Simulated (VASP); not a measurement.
## ZnS: single point with PBE

Crystal: ZnS.

```
Zn S
1.0
     3.73478    0.00000    0.00000
    -1.86739    3.30042    0.00000
     0.00000    0.00000    6.23400
Zn S
2 2
Direct
  0.33333 0.66667 0.00000
  0.66667 0.33333 0.50000
  0.33333 0.66667 0.38500
  0.66667 0.33333 0.88500
```

This cell differs from its parent crystal: strain -0.0200 x Voigt [1, 0, 0, 0, 0, 0].

```json
{
 "Program": "VASP 6.6.1",
 "Task": "single point",
 "Functional": "PBE",
 "Potentials or basis": "VASP PAW PBE potentials, release 64 (Zn, S)",
 "Cutoff": "520 eV",
 "k mesh": "12 × 12 × 6",
 "Occupations": "gaussian, width 0.05 eV",
 "Spin": "no spin polarisation",
 "Dipole correction": "no",
 "Further INCAR settings": "ALGO = Normal; EDIFF = 1e-06; NBANDS = 26"
}
```

```
Pressure               : 4.3 GPa
Largest force          : 0.440 eV/Å
Band gap on the k mesh : 2.29 eV, direct
```

Forces on the atoms (eV/Å):
```
Zn   0.000  0.134  0.409
Zn   0.000 -0.134  0.409
S    0.000  0.163 -0.409
S    0.000 -0.163 -0.409
```

Stress tensor (GPa, compression positive):
```
6.86 0.00 0.00
0.00 4.28 0.00
0.00 0.00 1.77
```

Levels at points of the mesh, in eV from the valence-band top:
```csv
k point,band 14,band 15,band 16,band 17,band 18,band 19,band 20,band 21,band 22,band 23
"(0.00, 0.00, 0.00)",-0.93,-0.85,-0.08,-0.07,0.00,2.29,3.06,6.19,6.39,6.45
"(0.50, 0.00, 0.00)",-4.36,-3.25,-2.39,-1.66,-1.11,3.53,4.21,5.08,7.05,7.37
"(0.00, 0.50, 0.00)",-4.37,-3.34,-2.22,-1.64,-0.97,3.75,4.35,5.09,7.25,7.33
"(0.00, 0.00, 0.50)",-2.88,-0.52,-0.52,-0.44,-0.44,3.57,3.57,6.62,6.62,6.80
"(0.50, 0.00, 0.50)",-5.03,-1.79,-1.79,-1.64,-1.64,3.53,3.53,5.06,5.06,8.93
"(0.00, 0.50, 0.50)",-5.05,-1.67,-1.67,-1.64,-1.64,3.63,3.63,5.11,5.11,9.10
```

Run time: 2.1 min on 1 thread of Intel(R) Xeon(R) 6975P-C (Granite Rapids), on a shared host, peak memory 0.39 GiB.

Caveat: the cell differs from its parent crystal (strain -0.0200 x Voigt [1, 0, 0, 0, 0, 0]). A k mesh can miss the band edges.
